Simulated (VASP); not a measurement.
A run of VASP 6.6.1 is set up as follows.

File POSCAR:

```
YbGe2F2
1.0
    0.0000000000      3.9184830000     -0.0000001848
    3.9184830000      0.0000000000     -0.0000001848
    1.9592412500      1.9592412500     -5.3016591848
Ge F Yb
2 2 1
Direct
    0.3916806426      0.3916806426      0.2166387148
    0.6083193574      0.6083193574      0.7833612852
    0.7500000000      0.2500000000      0.5000000000
    0.2500000000      0.7500000000      0.5000000000
    0.0000000000      0.0000000000      0.0000000000
```

The input INCAR.step1:

```
SYSTEM = YbGe2F2
PREC = Accurate
ENCUT = 520
ISMEAR = -1
SIGMA = 0.05
LREAL = .False.
LASPH = .True.
NELM = 150
LMAXMIX = 6
LDAU = .True.
LDAUTYPE = 2
LDAUL = -1 -1 3
LDAUU = 0 0 6.37
LDAUJ = 0 0 0
NBANDS = 41
GGA = PE
ALGO = Normal
EDIFF = 1E-4
LWAVE = .True.
LCHARG = .False.
```

Contents of INCAR.step2:

```
SYSTEM = YbGe2F2
PREC = Accurate
ENCUT = 520
EDIFF = 1E-6
ISMEAR = -1
SIGMA = 0.05
LREAL = .False.
LASPH = .True.
NELM = 150
ALGO = Normal
ISIF = 2
LWAVE = .False.
LCHARG = .True.
LMAXMIX = 6
LDAU = .True.
LDAUTYPE = 2
LDAUL = -1 -1 3
LDAUU = 0 0 6.37
LDAUJ = 0 0 0
LDAUPRINT = 1
METAGGA = R2SCAN
LMIXTAU = .True.
LELF = .True.
LVHAR = .True.
NBANDS = 41
ISTART = 1
```

File KPOINTS:

```
regular mesh
0
Gamma
  6 6 6
  0 0 0
```

Potentials or basis: VASP PAW PBE potentials, release 64 (Ge_d, F, Yb).

Launch:

```console
$ cat potpaw_PBE.64/Ge_d/POTCAR potpaw_PBE.64/F/POTCAR potpaw_PBE.64/Yb/POTCAR > POTCAR
$ cp INCAR.step1 INCAR
$ mpirun -np 1 vasp_std > vasp.out
$ cp INCAR.step2 INCAR
$ mpirun -np 1 vasp_std > vasp.out
```

(1) What does it give for the pressure?

(2) What does it give for the largest force?

(3) Estimate the band gap on the k mesh.

Answers

(1) 7.4 GPa.

(2) 0.080 eV/Å.

(3) zero (bands 33 and 34 overlap by 1.29 eV).

Caveat: the cell stands under pressure; the PAW data sets were made with another functional, which shifts forces and pressure a little; spin-orbit coupling is left out, which moves the levels of the heavy elements; U without spin polarisation on a metal has little footing.
